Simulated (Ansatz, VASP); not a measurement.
One calculation of V, two programs

The input INCAR:

```
PREC     = Accurate       # precision mode
ENCUT    = 520            # plane-wave cutoff, eV
EDIFF    = 1E-6           # SCF threshold, eV
ISMEAR   = -1             # smearing method
SIGMA    = 0.08           # smearing width, eV
LREAL    = F              # projectors in reciprocal space
LASPH    = T              # aspherical terms in the spheres
NELM     = 80             # most SCF steps
ALGO     = Normal         # electronic algorithm
ISIF     = 2              # what is computed and relaxed
LWAVE    = F              # write WAVECAR
LCHARG   = F              # write CHGCAR
GGA      = PE             # functional
NBANDS   = 20             # bands
```

File KPOINTS:

```
Automatic mesh
0
Gamma
  14 14 14
```

The input POSCAR:

```
V
1.0
    0.0000000000      2.6533235747      2.6533235747
    2.6533235747      0.0000000000      2.6533235747
    2.6533235747      2.6533235747      0.0000000000
V
2
Direct
   -0.1250000000     -0.1250000000     -0.1250000000
    0.1250000000      0.1250000000      0.1250000000
```

Input for Ansatz:

```yaml
crystal:
  lattice:
    - [0.0, 2.6533235747, 2.6533235747]
    - [2.6533235747, 0.0, 2.6533235747]
    - [2.6533235747, 2.6533235747, 0.0]
  atoms:
    - { symbol: V, position: [-0.125, -0.125, -0.125] }
    - { symbol: V, position: [0.125, 0.125, 0.125] }
kpoints:
  mp_grid: { grid: [14, 14, 14] }
scf:
  occupations: { method: fermi_dirac, width: 0.08 }
hamiltonian:
  xc: pbe
  pseudopotentials: { kind: nc }
output:
  forces: true
  stress: true
  eigenvalues: true
```

Change from the starting cell: volume scaled by 1, norm-conserving files.

Alike in both runs: task single point; functional PBE; k mesh 14 × 14 × 14; occupations fermi-dirac, width 0.08 eV; no spin polarisation.

|  | VASP | Ansatz |
| --- | --- | --- |
| version | VASP 6.6.1 | Ansatz 0.2.0 |
| potentials or method | VASP PAW PBE potentials, release 64 (V_sv) | norm-conserving pseudopotentials, scalar-relativistic |
| plane-wave cutoff (eV) | 520 | 1143 |
| valence electrons in the cell | 26 | 26 |

|  | VASP | Ansatz | Ansatz less VASP |
| --- | --- | --- | --- |
| pressure (GPa) | 0.4 | -0.1 | -0.52 |

The functional is the same, so the differences come from potentials, cutoffs and numerics.
